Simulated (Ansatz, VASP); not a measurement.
One calculation of W, two programs

INCAR

```
SYSTEM = W
ALGO = Fast ; EDIFF = 1E-6
ENCUT = 520 ; GGA = PS
ISIF = 2 ; ISMEAR = 0
LASPH = .TRUE. ; LCHARG = .FALSE.
LREAL = .FALSE. ; LWAVE = .FALSE.
NBANDS = 36 ; NELM = 60
PREC = Accurate ; SIGMA = 0.15
```

The input KPOINTS:

```
k-points
0
G
  18 18 5
  0 0 0
```

Contents of POSCAR:

```
W
1.0
   -1.5973000000      1.5973000000     -1.5973000000
   -1.5973000000     -1.5973000000      1.5973000000
    0.0000000000      7.7203898200      5.0580101800
W
4
Direct
   -0.3646125000      0.3646125000      0.8750000000
    0.4479125000      0.5520875000      0.1250000000
   -0.1562625000      0.1562625000      0.3750000000
    0.2395625000      0.7604375000      0.6250000000
```

Input for Ansatz:

```yaml
crystal:
  lattice:
    - [-1.5973, 1.5973, -1.5973]
    - [-1.5973, -1.5973, 1.5973]
    - [0.0, 7.72038982, 5.05801018]
  atoms:
    - { symbol: W, position: [-0.3646125, 0.3646125, 0.875] }
    - { symbol: W, position: [0.4479125, 0.5520875, 0.125] }
    - { symbol: W, position: [-0.1562625, 0.1562625, 0.375] }
    - { symbol: W, position: [0.2395625, 0.7604375, 0.625] }
basis:
  ecutwfc: 420
kpoints:
  mp_grid: { grid: [18, 18, 5] }
hamiltonian:
  xc: pbesol
scf:
  occupations: { method: gaussian, width: 0.15 }
output:
  forces: true
  stress: true
  eigenvalues: true
```

Alike in both runs: task single point; functional PBEsol; k mesh 18 × 18 × 5; occupations gaussian, width 0.15 eV; no spin polarisation.

|  | VASP | Ansatz |
| --- | --- | --- |
| version | VASP 6.6.1 | Ansatz 0.2.0 |
| potentials or method | VASP PAW PBE potentials, release 64 (W_sv), cutoff 520 eV | scalar-relativistic, plane waves, PAW |
| valence electrons in the cell | 56 | 56 |

Ansatz gave:

| Item | Value |
| --- | --- |
| gap on the k mesh at the Fermi level (eV) | none |
| pressure (GPa) | -1.2 |
| traceless stress, the component that is largest in VASP (GPa) | 14.76 |
| rms of the force components (eV/Å) | 1.864 |

Problem. Which values does VASP return?

Solution. gap on the k mesh at the Fermi level (eV): none; pressure (GPa): -0.3; traceless stress, the component that is largest in VASP (GPa): 15.30; rms of the force components (eV/Å): 1.964.

VASP's potentials were made for PBE, not for PBEsol. Atom by atom the forces differ by 0.102 eV/Å (rms over components). A gap of «none» marks a metal or a gap that the smearing closes.

Neither program's run includes spin-orbit coupling.
